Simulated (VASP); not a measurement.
# Ir (Fm-3m) in VASP: notebook

Ir is run at these levels: PBE, PBEsol, RPBE; tasks: single point.

All numbers are computed with VASP 6.6.1; they aren't measurements. Logs are shortened: lines on timing, memory, paths and dates and some standing lists are left out, and cuts for length are marked.

## Step 1: The cell of the first run

The structure is cubic, space group Fm-3m (No. 225). Conventional cell: a = 3.854 Å, b = 3.854 Å, c = 3.854 Å, α = 90.00°, β = 90.00°, γ = 90.00°. Within 3.6 Å of Ir (site symmetry m-3m) lie 12 Ir at 2.73 Å.

## Step 2: Single point, PBE

INCAR

```
  ALGO = Normal
  EDIFF = 1E-6
  ENCUT = 500
  GGA = PE
  GGA_COMPAT = False
  ISIF = 2
  ISMEAR = 0
  LASPH = True
  LCHARG = False
  LREAL = False
  LWAVE = False
  NBANDS = 10
  NELM = 120
  PREC = Accurate
  SIGMA = 0.1
```

KPOINTS

```
k-points
0
Gamma
  10 10 10
```

POSCAR

```
Ir
1.0
    0.0000000000      1.9269646676      1.9269646676
    1.9269646676      0.0000000000      1.9269646676
    1.9269646676      1.9269646676      0.0000000000
Ir
1
Direct
    0.8420000000      0.4750000000      0.1860000000
```

Potentials or basis: VASP PAW PBE potentials, release 64 (Ir).

Launch:

```console
$ cat potpaw_PBE.64/Ir/POTCAR > POTCAR
$ mpirun -np 1 vasp_std > vasp.out
```

OUTCAR:

```text
EDIFF = 1E-6
   ENCUT = 500
   GGA = PE
   ISIF = 2
   ISMEAR = 0
   LASPH = True
   LREAL = False
   NELM = 120
   PREC = Accurate

 ion  position               nearest neighbor table
   1  0.842  0.475  0.186-

  LATTYP: Found a face centered cubic cell.
 ALAT       =     3.8539293352

  Lattice vectors:

 A1 = (   0.0000000000,   1.9269646676,   1.9269646676)
 A2 = (   1.9269646676,   0.0000000000,   1.9269646676)
 A3 = (   1.9269646676,   1.9269646676,   0.0000000000)

Analysis of symmetry for initial positions (statically):
=====================================================================
 Subroutine PRICEL returns:
 Original cell was already a primitive cell.

 Routine SETGRP: Setting up the symmetry group for a
 face centered cubic supercell.

 Subroutine GETGRP returns: Found 48 space group operations
 (whereof  1 operations were pure point group operations)
 out of a pool of 48 trial point group operations.

The static configuration has the point symmetry C_1 .
 The point group associated with its full space group is O_h .

Analysis of symmetry for dynamics (positions and initial velocities):
=====================================================================
 Subroutine PRICEL returns:
 Original cell was already a primitive cell.

 Routine SETGRP: Setting up the symmetry group for a
 face centered cubic supercell.

 Subroutine GETGRP returns: Found 48 space group operations
 (whereof  1 operations were pure point group operations)
 out of a pool of 48 trial point group operations.

The dynamic configuration has the point symmetry C_1 .
 The point group associated with its full space group is O_h .

 Subroutine INISYM returns: Found 48 space group operations
 (whereof  1 operations are pure point group operations),
 and found     1 'primitive' translations

----------------------------------------------------------------------------------------

                                     Primitive cell

  volume of cell :      14.3104

  direct lattice vectors                    reciprocal lattice vectors
     0.000000000  1.926964668  1.926964668    -0.259475437  0.259475437  0.259475437
     1.926964668  0.000000000  1.926964668     0.259475437 -0.259475437  0.259475437
     1.926964668  1.926964668  0.000000000     0.259475437  0.259475437 -0.259475437

  length of vectors
     2.725139567  2.725139567  2.725139567     0.449424641  0.449424641  0.449424641

[... 77 lines left out ...]
   NELM   =    120;   NELMIN=  2; NELMDL= -5     # of ELM steps
   EDIFF  = 0.1E-05   stopping-criterion for ELM
   LREAL  =      F    real-space projection
   EDIFFG = 0.1E-04   stopping-criterion for IOM
   NSW    =      0    number of steps for IOM
   IBRION =     -1    ionic relax: 0-MD 1-quasi-New 2-CG
   NFREE  =      0    steps in history (QN), initial steepest desc. (CG)
   ISIF   =      2    stress and relaxation
   ISYM   =      2    0-nonsym 1-usesym 2-fastsym
   POTIM  = 0.5000    time-step for ionic-motion
   TEBEG  =    0.0;   TEEND  =   0.0 temperature during run
   PSTRESS=    0.0 pullay stress
   NELECT =       9.0000    total number of electrons
   NUPDOWN=      -1.0000    fix difference up-down
   EMIN   =  10.00;   EMAX   =-10.00  energy-range for DOS
   EFERMI =   0.00;   METHOD = LEGACY
   ISMEAR =     0;   SIGMA  =   0.10  broadening in eV -4-tet -1-fermi 0-gaus
   EFERMI_NEDOS =   21; number of points for ismear=-14 and -15
   IALGO  =     38    algorithm
   IMIX   =      4    mixing-type and parameters
     AMIX     =   0.40;   BMIX     =  1.00
     AMIX_MAG =   1.60;   BMIX_MAG =  1.00
  volume/ion in A,a.u.               =      14.31        96.57
  Fermi-wavevector in a.u.,A,eV,Ry     =   1.402615  2.650559 26.767147  1.967330
  Thomas-Fermi vector in A             =   2.525359
   LORBIT       =      0    0 simple, 1 ext, 2 COOP (PROOUT), +10 PAW based schemes
   GGA     = PE    functional components
   LHFCALC =     F    Hartree Fock is set to
   AEXX    =    0.0000 exact exchange contribution
   IVDW    =     0    specifies the selected vdW correction
   LEPSILON=     F    determine dielectric tensor
   LRPA    =     F    only Hartree local field effects (RPA)
 non-spin polarized calculation
 Gauss-broadening in eV      SIGMA  =   0.10
  energy-cutoff  :      500.00
  volume of cell :       14.31
 maximum number of plane-waves:       372
   NGX =  9   NGY =  9   NGZ =  9

 number of electron       9.0000000 magnetization

 Free energy of the ion-electron system (eV)
  ---------------------------------------------------
  ext. energy  EPLUGINS =         0.00000000
  ---------------------------------------------------
  free energy    TOTEN  =        -8.85361466 eV

  energy without entropy =       -8.84786709  energy(sigma->0) =       -8.85074088

 E-fermi :  10.2790     XC(G=0): -13.9197

 val. band max:       10.2660931677   @ k =  -0.3000   0.3000   0.1000
 cond. band min:      10.2872960919   @ k =  -0.4000   0.5000   0.1000
 fundamental gap:      0.0212029242
 Fermi energy:        10.2790395195

 k-point     1 :       0.0000    0.0000    0.0000
  band No.  band energies     occupation
      1      -0.7878      2.00000
      2       6.3878      2.00000
      3       6.3878      2.00000
      4       6.3878      2.00000
      5       9.0326      2.00000
      6       9.0326      2.00000
      7      24.5504      0.00000
      8      30.0776      0.00000
      9      30.0776      0.00000
     10      30.0776      0.00000
[... 287 lines left out ...]
 k-point    24 :       0.4000    0.3000    0.0000
  band No.  band energies     occupation
      1       3.0104      2.00000
      2       3.7423      2.00000
      3       7.5968      2.00000
      4       9.3670      2.00000
      5      10.9628      0.00000
      6      11.0160      0.00000
      7      22.9544      0.00000
      8      25.2099      0.00000
      9      26.1121      0.00000
     10      31.0649      0.00000

 [... further k-points ...]
[... 5 lines left out ...]
  --------------------------------------------------------------------------------------
  -------------------------------------------------------------------------------------
  Total        0.4663790      0.4663790      0.4663790      0.0000000     -0.0000000      0.0000000
  in kB       52.2153681     52.2153681     52.2153681      0.0000000     -0.0000000      0.0000000
  external PRESSURE =      52.2153681 kB  Pullay stress =       0.0000000 kB

 VOLUME and BASIS-vectors are now :
 -----------------------------------------------------------------------------
  energy-cutoff  :      500.00
  volume of cell :       14.31
      direct lattice vectors                 reciprocal lattice vectors
     0.000000000  1.926964668  1.926964668    -0.259475437  0.259475437  0.259475437
     1.926964668  0.000000000  1.926964668     0.259475437 -0.259475437  0.259475437
     1.926964668  1.926964668  0.000000000     0.259475437  0.259475437 -0.259475437

 POSITION                                       TOTAL-FORCE (eV/Angst)
 -----------------------------------------------------------------------------------
      1.27372      1.98092      2.53781         0.000000      0.000000      0.000000
 -----------------------------------------------------------------------------------
    total drift:                                0.000001     -0.000000      0.000001

  FREE ENERGIE OF THE ION-ELECTRON SYSTEM (eV)
  ---------------------------------------------------
  free  energy   TOTEN  =        -8.8536146643 eV

  energy  without entropy=       -8.8478670930  energy(sigma->0) =       -8.85074088
```

OSZICAR:

```text
N       E                     dE             d eps       ncg     rms          rms(c)
DAV:   1     0.442457620762E+02    0.44246E+02   -0.43964E+03   940   0.832E+02
DAV:   2    -0.850970789487E+01   -0.52755E+02   -0.50048E+02   950   0.188E+02
DAV:   3    -0.940234269982E+01   -0.89263E+00   -0.89044E+00  1080   0.299E+01
DAV:   4    -0.941061402785E+01   -0.82713E-02   -0.82703E-02  1064   0.271E+00
DAV:   5    -0.941079891870E+01   -0.18489E-03   -0.18489E-03  1056   0.395E-01    0.148E+01
DAV:   6    -0.894611484342E+01    0.46468E+00   -0.81108E-01  1044   0.110E+01    0.603E+00
DAV:   7    -0.885963247088E+01    0.86482E-01   -0.26859E-01  1136   0.585E+00    0.143E+00
DAV:   8    -0.885696718871E+01    0.26653E-02   -0.20235E-03  1028   0.467E-01    0.104E+00
DAV:   9    -0.885360839162E+01    0.33588E-02   -0.21231E-03  1064   0.639E-01    0.135E-02
DAV:  10    -0.885361391107E+01   -0.55194E-05   -0.11757E-05  1300   0.318E-02    0.297E-02
DAV:  11    -0.885361466428E+01   -0.75322E-06   -0.10152E-06   684   0.126E-02
   1 F= -.88536147E+01 E0= -.88507409E+01  d E =-.574757E-02
```

stdout:

```text
POSCAR found type information on POSCAR Ir
 POSCAR found :  1 types and       1 ions
 scaLAPACK will be used
 LDA part: xc-table for (Slater+PW92), standard interpolation
 POSCAR, INCAR and KPOINTS ok, starting setup
 FFT: planning ... GRIDC
 FFT: planning ... GRID_SOFT
 FFT: planning ... GRID
 WAVECAR not read
 entering main loop
```

It took 8.7 s on 1 thread of Intel Xeon 8259CL, shared host; peak memory 0.13 GiB.

Results:

```yaml
Free_energy: -8.8536 eV
Pressure: 5.2 GPa
```

Caveat: spin-orbit coupling is left out, which moves the levels of the heavy elements.

## Step 3: Single point, PBE

INCAR

```
SYSTEM = Ir
PREC = Accurate ; ENCUT = 500
EDIFF = 1E-6 ; ISMEAR = -1
SIGMA = 0.23 ; LREAL = .FALSE.
LASPH = .TRUE. ; NELM = 120
ALGO = Normal ; ISIF = 2
LWAVE = .FALSE. ; LCHARG = .FALSE.
GGA = PE ; NBANDS = 10
GGA_COMPAT = .FALSE.
```

KPOINTS

```
regular mesh
0
G
  10 10 10
  0 0 0
```

Changes to POSCAR since step 2:

```diff
@@ -8,2 +8,2 @@
 Direct
-    0.8420000000      0.4750000000      0.1860000000
+    0.0000000000      0.0000000000      0.0000000000
```

Potentials or basis: VASP PAW PBE potentials, release 64 (Ir).

Launch:

```console
$ cat potpaw_PBE.64/Ir/POTCAR > POTCAR
$ mpirun -np 1 vasp_std > vasp.out
```

OUTCAR:

```text
SYSTEM = Ir
   PREC = Accurate
   ENCUT = 500
   EDIFF = 1E-6
   ISMEAR = -1
   LREAL = .FALSE.
   LASPH = .TRUE.
   NELM = 120
   ISIF = 2
   GGA = PE

 ion  position               nearest neighbor table
   1  0.000  0.000  0.000-

  LATTYP: Found a face centered cubic cell.
 ALAT       =     3.8539293352

  Lattice vectors:

 A1 = (   0.0000000000,   1.9269646676,   1.9269646676)
 A2 = (   1.9269646676,   0.0000000000,   1.9269646676)
[... 490 lines left out ...]
     10      31.0647      0.00000

 [... further k-points ...]

------------------------ aborting loop because EDIFF is reached ----------------------------------------

  FORCE on cell =-STRESS in cart. coord.  units (eV):
  Direction    XX          YY          ZZ          XY          YZ          ZX
  --------------------------------------------------------------------------------------
  -------------------------------------------------------------------------------------
  Total        0.5992767      0.5992767      0.5992767      0.0000000     -0.0000000      0.0000000
  in kB       67.0944701     67.0944701     67.0944701      0.0000000     -0.0000000      0.0000000
  external PRESSURE =      67.0944701 kB  Pullay stress =       0.0000000 kB

 VOLUME and BASIS-vectors are now :
 -----------------------------------------------------------------------------
  energy-cutoff  :      500.00
  volume of cell :       14.31
      direct lattice vectors                 reciprocal lattice vectors
     0.000000000  1.926964668  1.926964668    -0.259475437  0.259475437  0.259475437
     1.926964668  0.000000000  1.926964668     0.259475437 -0.259475437  0.259475437
     1.926964668  1.926964668  0.000000000     0.259475437  0.259475437 -0.259475437

 POSITION                                       TOTAL-FORCE (eV/Angst)
 -----------------------------------------------------------------------------------
      0.00000      0.00000      0.00000         0.000000      0.000000     -0.000000
 -----------------------------------------------------------------------------------
    total drift:                                0.000000     -0.000000     -0.000000

  FREE ENERGIE OF THE ION-ELECTRON SYSTEM (eV)
  ---------------------------------------------------
  free  energy   TOTEN  =        -8.9363757006 eV

  energy  without entropy=       -8.7683529882  energy(sigma->0) =       -8.85236434
```

OSZICAR:

```text
N       E                     dE             d eps       ncg     rms          rms(c)
DAV:   1     0.460816588358E+02    0.46082E+02   -0.43760E+03   948   0.808E+02
DAV:   2    -0.860498210004E+01   -0.54687E+02   -0.51977E+02   968   0.190E+02
DAV:   3    -0.948013360306E+01   -0.87515E+00   -0.87317E+00  1108   0.294E+01
DAV:   4    -0.948767816972E+01   -0.75446E-02   -0.75435E-02  1052   0.253E+00
DAV:   5    -0.948783856719E+01   -0.16040E-03   -0.16040E-03  1054   0.358E-01    0.150E+01
DAV:   6    -0.902766395824E+01    0.46017E+00   -0.80440E-01  1036   0.110E+01    0.621E+00
DAV:   7    -0.894239150446E+01    0.85272E-01   -0.26433E-01  1128   0.580E+00    0.153E+00
DAV:   8    -0.893920770878E+01    0.31838E-02   -0.21373E-03  1022   0.505E-01    0.102E+00
DAV:   9    -0.893636918227E+01    0.28385E-02   -0.19772E-03  1066   0.619E-01    0.131E-02
DAV:  10    -0.893637477136E+01   -0.55891E-05   -0.11027E-05  1276   0.311E-02    0.233E-02
DAV:  11    -0.893637570063E+01   -0.92926E-06   -0.82184E-07   666   0.106E-02
   1 F= -.89363757E+01 E0= -.88523643E+01  d E =-.168023E+00
```

It took 10 s on 1 thread of Intel Xeon 8259CL, shared host; peak memory 0.13 GiB.

What came out:

```
Free energy : -8.9364 eV
Pressure    : 6.7 GPa
```

Caveat: spin-orbit coupling is left out, which moves the levels of the heavy elements.

## Step 4: Single point, PBEsol

INCAR

```
PREC = Accurate
ENCUT = 500
EDIFF = 1E-6
ISMEAR = 0
SIGMA = 0.1
LREAL = F
LASPH = T
NELM = 120
ALGO = Normal
ISIF = 2
LWAVE = F
LCHARG = F
GGA = PS
NELECT = 7.0
NBANDS = 10
GGA_COMPAT = F
```

KPOINTS

```
Automatic mesh
0
Gamma
  10 10 10
```

POSCAR is that of step 3.

Launch:

```console
$ cat potpaw_PBE.64/Ir/POTCAR > POTCAR
$ mpirun -np 1 vasp_std > vasp.out
```

Wall time 10 s (1 thread of Intel Xeon 8259CL, shared host); peak memory 0.13 GiB.

It converged, with:

```yaml
Free_energy: -26.9596 eV
```

Levels at points of the mesh, in eV from the Fermi level:
| k point | band 1 | band 2 | band 3 | band 4 | band 5 | band 6 | band 7 | band 8 |
| --- | --- | --- | --- | --- | --- | --- | --- | --- |
| (0.00, 0.00, 0.00) | -7.30 | -1.75 | -1.75 | -1.75 | 0.50 | 0.50 | 18.64 | 24.08 |
| (0.50, 0.00, 0.00) | -5.08 | -1.79 | -1.79 | 2.32 | 2.32 | 3.04 | 9.21 | 18.36 |
| (0.50, 0.50, 0.00) | -4.87 | -4.66 | 2.26 | 2.81 | 2.81 | 5.23 | 12.59 | 15.25 |

Caveat: the cell carries a net charge on a neutralising background, which shifts energy and pressure; the cell is charged against a uniform background, so pressure and absolute levels hang on convention; the PAW data sets were made with another functional, which shifts forces and pressure a little; spin-orbit coupling is left out, which moves the levels of the heavy elements.

## Step 5: Single point, RPBE

INCAR

```
SYSTEM = Ir
PREC     = Accurate       ! precision mode
ENCUT    = 500            ! plane-wave cutoff, eV
EDIFF    = 1E-6           ! SCF threshold, eV
ISMEAR   = 0              ! smearing method
SIGMA    = 0.1            ! smearing width, eV
LREAL    = .False.        ! projectors in reciprocal space
LASPH    = .True.         ! aspherical terms in the spheres
NELM     = 120            ! most SCF steps
ALGO     = Normal         ! electronic algorithm
ISIF     = 2              ! what is computed and relaxed
LWAVE    = .False.        ! write WAVECAR
LCHARG   = .False.        ! write CHGCAR
GGA      = RP             ! functional
NBANDS   = 10             ! bands
GGA_COMPAT= .False.
```

KPOINTS

```
regular mesh
0
Gamma
  10 10 10
  0 0 0
```

Changes to POSCAR since step 4:

```diff
@@ -8,2 +8,2 @@
 Direct
-    0.0000000000      0.0000000000      0.0000000000
+    0.0043734631     -0.0041207151      0.0032921642
```

Launch:

```console
$ cat potpaw_PBE.64/Ir/POTCAR > POTCAR
$ mpirun -np 1 vasp_std > vasp.out
```

Run time: 11 s. Hardware: 1 thread of Intel Xeon 8259CL, shared host; peak memory 0.13 GiB.

It converged, with:

- Free energy: -8.1867 eV
- Pressure: 9.3 GPa

Levels at points of the mesh, in eV from the Fermi level:
```tsv
k point	band 1	band 2	band 3	band 4	band 5	band 6	band 7	band 8
(0.00, 0.00, 0.00)	-11.04	-3.88	-3.88	-3.88	-1.25	-1.25	14.24	19.79
(0.50, 0.00, 0.00)	-8.04	-3.98	-3.98	-0.79	0.80	0.80	7.10	13.80
(0.50, 0.50, 0.00)	-7.84	-7.28	0.77	1.37	1.37	1.64	10.32	11.60
```

Caveat: the PAW data sets were made with another functional, which shifts forces and pressure a little; spin-orbit coupling is left out, which moves the levels of the heavy elements.

(Continued in part 2 of 2.)
